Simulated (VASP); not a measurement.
Write the native input for VASP 6.6.1 that does the following.

```yaml
Task: single point
Functional: PBE
Potentials_or_basis: VASP PAW PBE potentials, release 64 (Zr_sv, Sb)
Cutoff: 520 eV
k_mesh: 2 × 2 × 2
Occupations: gaussian, width 0.1 eV
Spin: no spin polarisation
Dipole_correction: no
Further_INCAR_settings: ALGO = Normal; EDIFF = 1e-07; NBANDS = 37
```

The structure of Zr3Sb4 lies in POSCAR:

```
Zr3Sb4
1.0
    6.2902099132      0.0000000000      0.0000000000
    0.0000000000      6.2902099132      0.0000000000
    0.0000000000      0.0000000000      6.2902099132
Zr Sb
3 4
Direct
    0.0000000000      0.0000000000      0.5000000000
    0.5000000000      0.0000000000      0.0000000000
    0.0000000000      0.5000000000      0.0000000000
    0.2744381441      0.7255618559      0.2744381441
    0.7255618559      0.2744381441      0.2744381441
    0.2744381441      0.2744381441      0.7255618559
    0.7255618559      0.7255618559      0.7255618559
```

One way to write it, as run:

INCAR

```
  PREC = Accurate
  ENCUT = 520
  EDIFF = 1E-7
  ISMEAR = 0
  SIGMA = 0.1
  LREAL = False
  LASPH = True
  NELM = 60
  ALGO = Normal
  ISIF = 2
  LWAVE = False
  LCHARG = True
  GGA = PE
  LELF = True
  LVHAR = True
  NBANDS = 37
```

KPOINTS

```
regular mesh
0
Gamma
  2 2 2
```

Potentials or basis: VASP PAW PBE potentials, release 64 (Zr_sv, Sb).

Launch:

```sh
$ cat potpaw_PBE.64/Zr_sv/POTCAR potpaw_PBE.64/Sb/POTCAR > POTCAR
$ mpirun -np 1 vasp_std > vasp.out
```

It gave:

```yaml
Pressure: -0.1 GPa
Largest_force: 0.014 eV/Å
Band_gap_on_the_k_mesh: 0.81 eV (least direct gap 0.88 eV)
```

Caveat: the k points lie up to 0.50 Å⁻¹ apart; spin-orbit coupling is left out, which moves the levels of the heavy elements.

It took 31 s on 1 thread of Intel(R) Xeon(R) 6975P-C (Granite Rapids), with other jobs on the host, peak memory 0.33 GiB.
